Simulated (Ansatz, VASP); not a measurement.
**SiC in VASP and in Ansatz**

INCAR

```
SYSTEM = SiC
  ALGO = Normal
  EDIFF = 1E-7
  ENCUT = 520
  GGA = PE
  ISIF = 2
  ISMEAR = 0
  LASPH = .TRUE.
  LCHARG = .FALSE.
  LREAL = .FALSE.
  LWAVE = .FALSE.
  NBANDS = 11
  NELM = 60
  PREC = Accurate
  SIGMA = 0.05
```

File KPOINTS:

```
k-points
0
G
  12 12 12
  0 0 0
```

Contents of POSCAR:

```
SiC
1.0
    0.0000000000      2.2339716248      2.2339716248
    2.2339716248      0.0000000000      2.2339716248
    2.3157349863      2.3157349863     -0.0817633615
Si C
1 1
Direct
    0.0000000000      0.0000000000      0.0000000000
    0.7500000000      0.7500000000      0.7500000000
```

Input for Ansatz:

```yaml
crystal:
  lattice:
    - [0.0, 2.2339716248, 2.2339716248]
    - [2.2339716248, 0.0, 2.2339716248]
    - [2.3157349863, 2.3157349863, -0.0817633615]
  atoms:
    - { symbol: Si, position: [0.0, 0.0, 0.0] }
    - { symbol: C, position: [0.75, 0.75, 0.75] }
basis:
  ecutwfc: 520.0
kpoints:
  mp_grid: { grid: [12, 12, 12] }
hamiltonian:
  xc: pbe
  pseudopotentials: { kind: paw, azcp: { folder: soft_1 } }
scf:
  occupations: { method: gaussian, width: 0.05 }
output:
  forces: true
  stress: true
  eigenvalues: true
  write_density: true
  write_potential: true
  elf: true
  volumetric_format: npy
```

Alike in both runs: task single point; functional PBE; k mesh 12 × 12 × 12; occupations gaussian, width 0.05 eV; no spin polarisation.

```csv
,VASP,Ansatz
version,VASP 6.6.1,Ansatz 0.2.0
potentials or method,"VASP PAW PBE potentials, release 64 (Si, C), cutoff 520 eV","scalar-relativistic, plane waves, PAW"
valence electrons in the cell,8,8
```

|  | VASP | Ansatz | Ansatz less VASP |
| --- | --- | --- | --- |
| gap on the k mesh at the Fermi level (eV) | 1.33 | 1.34 | +0.003 |
| least direct gap on the mesh (eV) | 4.12 | 4.12 | +0.006 |
| pressure (GPa) | -18.6 | -18.6 | -0.02 |
| traceless stress, the component that is largest in VASP (GPa) | -6.62 | -6.58 | +0.035 |
| rms of the force components (eV/Å) | 0.022 | 0.021 | -0.0008 |

Atom by atom the forces differ by 0.001 eV/Å (rms over components).
